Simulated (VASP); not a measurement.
# SnSe2: single point with PBEsol+D4

The system is SnSe2.

```
CELL_PARAMETERS angstrom
3.80179 0.00000 0.00000
-1.90089 3.29244 0.00000
0.00000 0.00000 5.86261
ATOMIC_POSITIONS crystal
Sn 0.00000 0.00000 0.00000
Se 0.66667 0.33333 0.72961
Se 0.33333 0.66667 0.27039
```

| Quantity | Value |
| --- | --- |
| Program | VASP 6.6.1 |
| Task | single point |
| Functional | PBEsol |
| Dispersion | D4 |
| Potentials or basis | VASP PAW PBE potentials, release 64 (Sn_d, Se) |
| Cutoff | 520 eV |
| k mesh | 8 × 8 × 5 |
| Occupations | fermi-dirac, width 0.05 eV |
| Spin | no spin polarisation |

* Pressure: 0.1 GPa
* Largest force: 0.024 eV/Å
* Band gap on the k mesh: 0.34 eV, indirect (least direct gap 0.75 eV)
* Dispersion energy per atom: -0.239 eV

Forces in eV/Å, atoms in the order of the input:
```
Sn   0.000  0.000  0.000
Se   0.000  0.000 -0.024
Se   0.000  0.000  0.024
```

Levels at points of the mesh, in eV from the valence-band top:
```csv
k point,band 10,band 11,band 12,band 13,band 14,band 15,band 16,band 17
"(0.00, 0.00, 0.00)",-0.82,-0.70,-0.70,-0.11,0.64,2.77,4.43,4.43
"(0.50, 0.00, 0.00)",-3.58,-2.91,-2.01,-0.43,1.11,3.32,4.66,4.70
```

Run time: 22 s on 1 thread of Intel(R) Xeon(R) 6975P-C (Granite Rapids), on a shared host, peak memory 0.22 GiB.

Caveat: the PAW data sets were made with another functional, which shifts forces and pressure a little; spin-orbit coupling is left out, which moves the levels of the heavy elements. A k mesh can miss the band edges.
